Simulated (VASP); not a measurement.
MnO, 6 atoms in the cell. The structure is cubic, space group Fm-3m (No. 225). The conventional cell has a = 4.446 Å, b = 4.446 Å, c = 4.446 Å, α = 90.00°, β = 90.00°, γ = 90.00°. Within 2.9 Å of Mn (site symmetry m-3m) lie 6 O at 2.22 Å. O (site symmetry m-3m) has 6 Mn at 2.22 Å within 2.9 Å. 

* Program: VASP 6.6.1
* Task: single point
* Functional: PBE
* Potentials or basis: VASP PAW PBE potentials, release 64 (Mn_pv, O)
* Cutoff: 600 eV
* k mesh: 6 × 6 × 4
* Occupations: gaussian, width 0.1 eV
* Spin: collinear spin, ferromagnetic start
* Starting moments: [4.0, 4.0, 4.0, 0.0, 0.0, 0.0] μB
* Dipole correction: no
* Further INCAR settings: ALGO = Normal; EDIFF = 1e-06; NBANDS = 42

Potentials or basis: VASP PAW PBE potentials, release 64 (Mn_pv, O).

Run with:

```console
$ cat potpaw_PBE.64/Mn_pv/POTCAR potpaw_PBE.64/O/POTCAR > POTCAR
$ mpirun -np 1 vasp_std > vasp.out
```

Hardware: 1 thread of Oxide Virtual Turin-like Processor (shared host).

Estimate the wall time of this run.

It took 3.8 min on 1 thread of Oxide Virtual Turin-like Processor, on a shared host, peak memory 0.28 GiB. Counts: scf iterations 16, k points 24.
